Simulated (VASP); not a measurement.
Crystal: TiO2.

```xyz
9
Lattice="5.5822 0.0000 0.0000 -2.7911 4.8343 0.0000 0.0000 0.0000 6.0825" Properties=species:S:1:pos:R:3 pbc="T T T"
Ti    2.6065    0.0000    2.0275
Ti   -1.3033    2.2573    4.0550
Ti    1.4878    2.5770    0.0000
O     0.8672    4.1161    0.7339
O     3.6583    0.7182    3.3210
O     0.3400    2.0253    4.7889
O     3.1311    2.8091    5.3485
O    -1.2072    3.5273    2.7614
O     1.5840    1.3071    1.2936
```

* Program: VASP 6.6.1
* Task: relaxation of cell and atoms
* Functional: LDA
* Potentials or basis: VASP PAW LDA potentials, release 64 (Ti_sv, O)
* Cutoff: 600 eV
* k mesh: 6 × 6 × 5
* Occupations: fermi-dirac, width 0.05 eV
* Spin: no spin polarisation

At the start: pressure -3.7 GPa; volume 18.24 Å³/atom.

**Question.** How do energy, volume and symmetry change on relaxing?

**Answer.** Over 45 steps the energy falls by 9.4 meV/atom and the volume is 16.25 Å³/atom (-10.9 %); space group P3_121 (No. 152, to 0.1 Å) before and after.

Step by step:
| step | energy change (eV) | largest force (eV/Å) | pressure (GPa) | volume (Å³) |
| --- | --- | --- | --- | --- |
| 1 | 0.0000 | 0.2692 | -3.71 | 164.14 |
| 3 | -0.0563 | 0.0365 | -0.09 | 159.82 |
| 5 | -0.0568 | 0.0393 | 0.00 | 159.60 |
| 7 | -0.0585 | 0.0412 | 0.04 | 158.39 |
| 9 | -0.0600 | 0.0554 | -0.52 | 158.17 |
| 11 | -0.0605 | 0.0560 | -0.51 | 158.04 |
| 13 | -0.0624 | 0.0582 | -0.48 | 157.43 |
| 15 | -0.0692 | 0.0640 | -0.43 | 155.04 |
| 17 | -0.0670 | 0.1595 | -1.38 | 145.71 |
| 19 | -0.0778 | 0.0786 | 0.58 | 149.08 |
| 21 | -0.0798 | 0.0403 | 0.16 | 149.42 |
| 23 | -0.0825 | 0.0238 | 0.09 | 148.44 |
| 25 | -0.0826 | 0.0169 | -0.09 | 148.54 |
| 27 | -0.0832 | 0.0247 | -0.05 | 148.09 |
| 29 | -0.0833 | 0.0191 | 0.00 | 147.95 |
| 31 | -0.0837 | 0.0256 | -0.09 | 147.63 |
| 33 | -0.0839 | 0.0333 | -0.22 | 147.10 |
| 35 | -0.0842 | 0.0181 | -0.12 | 146.73 |
| 37 | -0.0843 | 0.0171 | 0.01 | 146.25 |
| 39 | -0.0843 | 0.0163 | -0.01 | 146.30 |
| 41 | -0.0843 | 0.0156 | 0.00 | 146.28 |
| 43 | -0.0844 | 0.0117 | 0.08 | 146.22 |
| 45 | -0.0844 | 0.0074 | 0.03 | 146.28 |

Final structure:
```yaml
crystal:
  lattice:
    - [5.38292, 0.00000, 0.00000]
    - [-2.69146, 4.66175, 0.00000]
    - [0.00000, 0.00000, 5.82943]
  atoms:
    - { symbol: Ti, position: [0.45166, 0.00000, 0.33333] }
    - { symbol: Ti, position: [0.00000, 0.45166, 0.66667] }
    - { symbol: Ti, position: [0.54834, 0.54834, 0.00000] }
    - { symbol: O, position: [0.58822, 0.88190, 0.10154] }
    - { symbol: O, position: [0.70631, 0.11810, 0.56513] }
    - { symbol: O, position: [0.29369, 0.41178, 0.76821] }
    - { symbol: O, position: [0.88190, 0.58822, 0.89846] }
    - { symbol: O, position: [0.11810, 0.70631, 0.43487] }
    - { symbol: O, position: [0.41178, 0.29369, 0.23179] }
```
